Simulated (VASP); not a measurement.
# WC (Qusongite) (P-6m2) in VASP: further runs, part 2 of 3

VASP 6.6.1. The steps go on from the part before.

## (4) Single point, LDA

File INCAR:

```
SYSTEM = WC
ALGO = Normal
EDIFF = 1E-6
ENCUT = 520
ISIF = 2
ISMEAR = -1
LASPH = .True.
LCHARG = .False.
LREAL = .False.
LWAVE = .False.
NBANDS = 16
NELM = 100
PREC = Accurate
SIGMA = 0.15
```

File KPOINTS:

```
k-points
0
Gamma
  11 11 10
  0 0 0
```

File POSCAR:

```
WC
1.0
    2.9065000000      0.0000000000      0.0000000000
   -1.4532500000      2.5171028361      0.0000000000
    0.0000000000      0.0000000000      2.8366000000
W C
1 1
Direct
    0.0000000000      0.0000000000      0.0000000000
    0.6666666667      0.3333333333      0.5000000000
```

Potentials or basis: VASP PAW LDA potentials, release 64 (W_sv, C).

Run with:

```bash
$ cat potpaw_LDA.64/W_sv/POTCAR potpaw_LDA.64/C/POTCAR > POTCAR
$ mpirun -np 1 vasp_std > vasp.out
```

OUTCAR:

```text
SYSTEM = WC
   EDIFF = 1E-6
   ENCUT = 520
   ISIF = 2
   ISMEAR = -1
   LASPH = .True.
   LREAL = .False.
   NELM = 100
   PREC = Accurate

 ion  position               nearest neighbor table
   1  0.000  0.000  0.000-   2 2.20   2 2.20   2 2.20   2 2.20   2 2.20   2 2.20
   2  0.667  0.333  0.500-   1 2.20   1 2.20   1 2.20   1 2.20   1 2.20   1 2.20

  LATTYP: Found a hexagonal cell.
 ALAT       =     2.9065000000
 C/A-ratio  =     0.9759504559

  Lattice vectors:

 A1 = (   2.9065000000,   0.0000000000,   0.0000000000)
 A2 = (  -1.4532500000,   2.5171028361,   0.0000000000)
 A3 = (   0.0000000000,   0.0000000000,   2.8366000000)

Analysis of symmetry for initial positions (statically):
=====================================================================
 Subroutine PRICEL returns:
 Original cell was already a primitive cell.

 Routine SETGRP: Setting up the symmetry group for a
 hexagonal supercell.

 Subroutine GETGRP returns: Found 12 space group operations
 (whereof 12 operations were pure point group operations)
 out of a pool of 24 trial point group operations.

The static configuration has the point symmetry D_3h.

Analysis of symmetry for dynamics (positions and initial velocities):
=====================================================================
 Subroutine PRICEL returns:
 Original cell was already a primitive cell.

 Routine SETGRP: Setting up the symmetry group for a
 hexagonal supercell.

 Subroutine GETGRP returns: Found 12 space group operations
 (whereof 12 operations were pure point group operations)
 out of a pool of 24 trial point group operations.

The dynamic configuration has the point symmetry D_3h.

 Subroutine INISYM returns: Found 12 space group operations
 (whereof 12 operations are pure point group operations),
 and found     1 'primitive' translations

----------------------------------------------------------------------------------------

                                     Primitive cell

  volume of cell :      20.7525
[... 103 lines left out ...]
   EFERMI =   0.00;   METHOD = LEGACY
   ISMEAR =    -1;   SIGMA  =   0.15  broadening in eV -4-tet -1-fermi 0-gaus
   EFERMI_NEDOS =   21; number of points for ismear=-14 and -15
   IALGO  =     38    algorithm
   IMIX   =      4    mixing-type and parameters
     AMIX     =   0.40;   BMIX     =  1.00
     AMIX_MAG =   1.60;   BMIX_MAG =  1.00
  volume/ion in A,a.u.               =      10.38        70.02
  Fermi-wavevector in a.u.,A,eV,Ry     =   1.561262  2.950358 33.164744  2.437540
  Thomas-Fermi vector in A             =   2.664353
   LORBIT       =      0    0 simple, 1 ext, 2 COOP (PROOUT), +10 PAW based schemes
   GGA     = CA    functional components
   LHFCALC =     F    Hartree Fock is set to
   AEXX    =    0.0000 exact exchange contribution
   IVDW    =     0    specifies the selected vdW correction
   LEPSILON=     F    determine dielectric tensor
   LRPA    =     F    only Hartree local field effects (RPA)
 non-spin polarized calculation
  energy-cutoff  :      520.00
  volume of cell :       20.75
 maximum number of plane-waves:       580
 NGX is ok and might be reduce to    24
   NGX = 11   NGY = 11   NGZ = 11

 number of electron      18.0000000 magnetization

 Free energy of the ion-electron system (eV)
  ---------------------------------------------------
  ext. energy  EPLUGINS =         0.00000000
  ---------------------------------------------------
  free energy    TOTEN  =       -24.70387015 eV

  energy without entropy =      -24.68016034  energy(sigma->0) =      -24.69201524

 E-fermi :  11.0458     XC(G=0): -13.9782

 val. band max:       11.0371203847   @ k =   0.2727   0.2727   0.0000
 cond. band min:      11.0833942717   @ k =   0.0000   0.0000   0.1000
 fundamental gap:      0.0462738870
 Fermi energy:        11.0457917870

 k-point     1 :       0.0000    0.0000    0.0000
  band No.  band energies     occupation
      1     -62.5495      2.00000
      2     -26.7963      2.00000
      3     -26.6871      2.00000
      4     -26.6871      2.00000
      5      -3.2932      2.00000
      6       6.6638      2.00000
[... 433 lines left out ...]
      3     -26.8153      2.00000
      4     -26.7875      2.00000
      5      -1.7270      2.00000
      6       5.7576      2.00000
[... 8 lines left out ...]
     15      24.5453      0.00000
     16      28.8387      0.00000

 [... further k-points ...]
[... 5 lines left out ...]
  --------------------------------------------------------------------------------------
  -------------------------------------------------------------------------------------
  Total       -0.8480690     -0.8480690     -1.1432540     -0.0000000      0.0000000      0.0000000
  in kB      -65.4745292    -65.4745292    -88.2640693     -0.0000000      0.0000000      0.0000000
  external PRESSURE =     -73.0710426 kB  Pullay stress =       0.0000000 kB

 VOLUME and BASIS-vectors are now :
 -----------------------------------------------------------------------------
  energy-cutoff  :      520.00
  volume of cell :       20.75
      direct lattice vectors                 reciprocal lattice vectors
     2.906500000  0.000000000  0.000000000     0.344056425  0.198641070  0.000000000
    -1.453250000  2.517102836  0.000000000     0.000000000  0.397282139  0.000000000
     0.000000000  0.000000000  2.836600000     0.000000000  0.000000000  0.352534725

 POSITION                                       TOTAL-FORCE (eV/Angst)
 -----------------------------------------------------------------------------------
      0.00000      0.00000      0.00000         0.000000      0.000000      0.000000
      1.45325      0.83903      1.41830        -0.000000     -0.000000      0.000000
 -----------------------------------------------------------------------------------
    total drift:                                0.000000     -0.000000      0.000000

  FREE ENERGIE OF THE ION-ELECTRON SYSTEM (eV)
  ---------------------------------------------------
  free  energy   TOTEN  =       -24.7038701530 eV

  energy  without entropy=      -24.6801603352  energy(sigma->0) =      -24.69201524
```

Wall time 60 s (1 thread of AMD EPYC 7R13, shared host); peak memory 0.12 GiB.

What came out:

- Free energy: -24.7039 eV
- Pressure: -7.3 GPa
- Band gap on the k mesh: zero (band 9 reaches 11.62 eV, above the bottom of band 10 at 10.37 eV)

Levels at points of the mesh, in eV from the Fermi level:
```csv
k point,band 6,band 7,band 8,band 9,band 10,band 11,band 12,band 13
"(0.00, 0.00, 0.00)",-4.38,-3.40,-3.40,0.06,3.12,3.12,5.54,5.54
"(0.00, 0.00, 0.50)",-8.66,-2.08,-2.08,-0.68,-0.68,3.59,4.43,4.43
```

Caveat: spin-orbit coupling is left out, which moves the levels of the heavy elements.

## (5) Single point, RPBE

File INCAR:

```
PREC = Accurate
ENCUT = 910
EDIFF = 1E-6
ISMEAR = -1
SIGMA = 0.15
LREAL = F
LASPH = T
NELM = 120
ALGO = Normal
ISIF = 2
LWAVE = F
LCHARG = F
GGA = RP
NBANDS = 16
GGA_COMPAT = F
```

File KPOINTS:

```
Automatic mesh
0
Gamma
  11 11 10
```

POSCAR is that of step 4.

Potentials or basis: VASP PAW PBE potentials, release 64 (W_sv, C_h).

Run with:

```bash
$ cat potpaw_PBE.64/W_sv/POTCAR potpaw_PBE.64/C_h/POTCAR > POTCAR
$ mpirun -np 1 vasp_std > vasp.out
```

OUTCAR:

```text
PREC = Accurate
   ENCUT = 910
   EDIFF = 1E-6
   ISMEAR = -1
   LREAL = F
   LASPH = T
   NELM = 120
   ISIF = 2
   GGA = RP

 ion  position               nearest neighbor table
   1  0.000  0.000  0.000-   2 2.20   2 2.20   2 2.20   2 2.20   2 2.20   2 2.20
   2  0.667  0.333  0.500-   1 2.20   1 2.20   1 2.20   1 2.20   1 2.20   1 2.20

  LATTYP: Found a hexagonal cell.
 ALAT       =     2.9065000000
 C/A-ratio  =     0.9759504559

  Lattice vectors:

 A1 = (   2.9065000000,   0.0000000000,   0.0000000000)
 A2 = (  -1.4532500000,   2.5171028361,   0.0000000000)
 A3 = (   0.0000000000,   0.0000000000,   2.8366000000)

Analysis of symmetry for initial positions (statically):
=====================================================================
 Subroutine PRICEL returns:
 Original cell was already a primitive cell.

 Routine SETGRP: Setting up the symmetry group for a
 hexagonal supercell.

 Subroutine GETGRP returns: Found 12 space group operations
[... 156 lines left out ...]

 Free energy of the ion-electron system (eV)
  ---------------------------------------------------
  ext. energy  EPLUGINS =         0.00000000
  ---------------------------------------------------
  free energy    TOTEN  =       -21.40603255 eV

  energy without entropy =      -21.38378319  energy(sigma->0) =      -21.39490787

 E-fermi :  11.5621     XC(G=0): -13.7856

 val. band max:       11.5618296692   @ k =   0.2727   0.2727   0.0000
 cond. band min:      11.5747552314   @ k =   0.0000   0.0000   0.1000
 fundamental gap:      0.0129255622
 Fermi energy:        11.5620929522

 k-point     1 :       0.0000    0.0000    0.0000
  band No.  band energies     occupation
      1     -62.5267      2.00000
      2     -26.5035      2.00000
      3     -26.4011      2.00000
      4     -26.4011      2.00000
      5      -2.9950      2.00000
      6       7.1916      2.00000
[... 433 lines left out ...]
      3     -26.5222      2.00000
      4     -26.4991      2.00000
      5      -1.4474      2.00000
      6       6.2428      2.00000
[... 8 lines left out ...]
     15      25.0467      0.00000
     16      29.2810      0.00000

 [... further k-points ...]
[... 5 lines left out ...]
  --------------------------------------------------------------------------------------
  -------------------------------------------------------------------------------------
  Total        1.4306379      1.4306379      1.4167801      0.0000000      0.0000000      0.0000000
  in kB      110.4513259    110.4513259    109.3814405      0.0000000      0.0000000      0.0000000
  external PRESSURE =     110.0946975 kB  Pullay stress =       0.0000000 kB

 VOLUME and BASIS-vectors are now :
 -----------------------------------------------------------------------------
  energy-cutoff  :      910.00
  volume of cell :       20.75
      direct lattice vectors                 reciprocal lattice vectors
     2.906500000  0.000000000  0.000000000     0.344056425  0.198641070  0.000000000
    -1.453250000  2.517102836  0.000000000     0.000000000  0.397282139  0.000000000
     0.000000000  0.000000000  2.836600000     0.000000000  0.000000000  0.352534725

 POSITION                                       TOTAL-FORCE (eV/Angst)
 -----------------------------------------------------------------------------------
      0.00000      0.00000      0.00000         0.000000     -0.000000      0.000000
      1.45325      0.83903      1.41830        -0.000000      0.000000      0.000000
 -----------------------------------------------------------------------------------
    total drift:                               -0.000000      0.000000      0.000000

  FREE ENERGIE OF THE ION-ELECTRON SYSTEM (eV)
  ---------------------------------------------------
  free  energy   TOTEN  =       -21.4060325530 eV

  energy  without entropy=      -21.3837831888  energy(sigma->0) =      -21.39490787
```

stdout:

```text
POSCAR found type information on POSCAR W C
 POSCAR found :  2 types and       2 ions
 scaLAPACK will be used
 -----------------------------------------------------------------------------
|                                                                             |
|                                                                             |
|     You enforced a specific xc type in the INCAR file but a different       |
|     I HOPE YOU KNOW WHAT YOU ARE DOING!                                     |
|                                                                             |
 -----------------------------------------------------------------------------

 LDA part: xc-table for (Slater+PW92), standard interpolation
 POSCAR, INCAR and KPOINTS ok, starting setup
 FFT: planning ... GRIDC
 FFT: planning ... GRID_SOFT
 FFT: planning ... GRID
 WAVECAR not read
 entering main loop
```

Run time: 54 s. Hardware: 1 thread of Intel Xeon Platinum 8488C (Sapphire Rapids), shared host; peak memory 0.22 GiB.

What came out:

```yaml
Free_energy: -21.4060 eV
Pressure: 11.0 GPa
Band_gap_on_the_k_mesh: zero (band 9 reaches 12.15 eV, above the bottom of band 10 at 10.93 eV)
```

Stress tensor (GPa, compression positive):
```
11.05  0.00  0.00
 0.00 11.05  0.00
 0.00  0.00 10.94
```

Levels at points of the mesh, in eV from the Fermi level:
```csv
k point,band 7,band 8,band 9,band 10,band 11,band 12
"(0.00, 0.00, 0.00)",-3.39,-3.39,0.03,3.19,3.19,5.58
"(0.00, 0.00, 0.50)",-2.07,-2.07,-0.64,-0.64,3.62,4.48
```

Caveat: the cutoff is under 1.25 times the usual one of these potentials, so pressure, stress and relaxed cells hold a basis-set (Pulay) error; the PAW data sets were made with another functional, which shifts forces and pressure a little; spin-orbit coupling is left out, which moves the levels of the heavy elements.

(Part 2 of 3 ends here.)
